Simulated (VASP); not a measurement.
Crystal: WS.

```xyz
2
Lattice="3.0079 0.0000 0.0000 0.0000 3.0079 0.0000 0.0000 0.0000 3.0079" Properties=species:S:1:pos:R:3 pbc="T T T"
W     1.5039    1.5039    1.5039
S     0.0000    0.0000    0.0000
```

Program: VASP 6.6.1. Alike in all runs: task single point; potentials or basis VASP PAW PBE potentials, release 64 (W_sv, S); no spin polarisation; cell as given; cutoff (eV) 520; smearing fermi-dirac 0.05 eV.

Task: Order these runs on this cell by their pressure, lowest first.
A. level PBE-based screened hybrid with 50 % exact exchange; k mesh 5 × 5 × 5; grid for exact exchange (PRECFOCK) Normal; share of exact exchange 0.5; screening parameter 0.20787 1/Å
B. level PBE; k mesh 9 × 9 × 9
C. level PBE0; k mesh 5 × 5 × 5; grid for exact exchange (PRECFOCK) Normal; share of exact exchange 0.25
D. level PBEsol-based screened hybrid with 25 % exact exchange; k mesh 5 × 5 × 5; grid for exact exchange (PRECFOCK) Normal; share of exact exchange 0.25; screening parameter 0.207 1/Å

Result: A (-15.7 GPa), D (-13.1 GPa), C (-8.9 GPa), B (0.8 GPa).

Caveats: some runs use coarse meshes; the PAW data sets were made with another functional, which shifts forces and pressure a little (at least some runs).
